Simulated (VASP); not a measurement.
A run of VASP 6.6.1 is set up as follows.

The input INCAR:

```
SYSTEM = KPdO3
PREC     = Accurate       ! precision mode
ENCUT    = 520            ! plane-wave cutoff, eV
EDIFF    = 1E-6           ! SCF threshold, eV
ISMEAR   = 0              ! smearing method
SIGMA    = 0.3            ! smearing width, eV
LREAL    = .FALSE.        ! projectors in reciprocal space
LASPH    = .TRUE.         ! aspherical terms in the spheres
NELM     = 60             ! most SCF steps
ALGO     = Normal         ! electronic algorithm
ISIF     = 2              ! what is computed and relaxed
LWAVE    = .FALSE.        ! write WAVECAR
LCHARG   = .FALSE.        ! write CHGCAR
NBANDS   = 26             ! bands
```

KPOINTS

```
Automatic mesh
0
G
  5 5 5
  0 0 0
```

The input POSCAR:

```
KPdO3
1.0
    4.0700760000      0.0000000000      0.0000000000
    0.0000000000      4.0700760000      0.0000000000
    0.0000000000      0.0000000000      4.0700760000
K Pd O
1 1 3
Direct
    0.0000000000      0.0000000000      0.0000000000
    0.5000000000      0.5000000000      0.5000000000
    0.5000000000      0.5000000000      0.0000000000
    0.5000000000      0.0000000000      0.5000000000
    0.0000000000      0.5000000000      0.5000000000
```

Potentials or basis: VASP PAW LDA potentials, release 64 (K_sv, Pd, O).

The run is started by

```bash
$ cat potpaw_LDA.64/K_sv/POTCAR potpaw_LDA.64/Pd/POTCAR potpaw_LDA.64/O/POTCAR > POTCAR
$ mpirun -np 1 vasp_std > vasp.out
```

(1) What does it give for the pressure?

## Answers

(1) -12.2 GPa.

Caveat: an odd number of electrons without spin polarisation forces a metal; a magnetic or distorted state may lie lower.
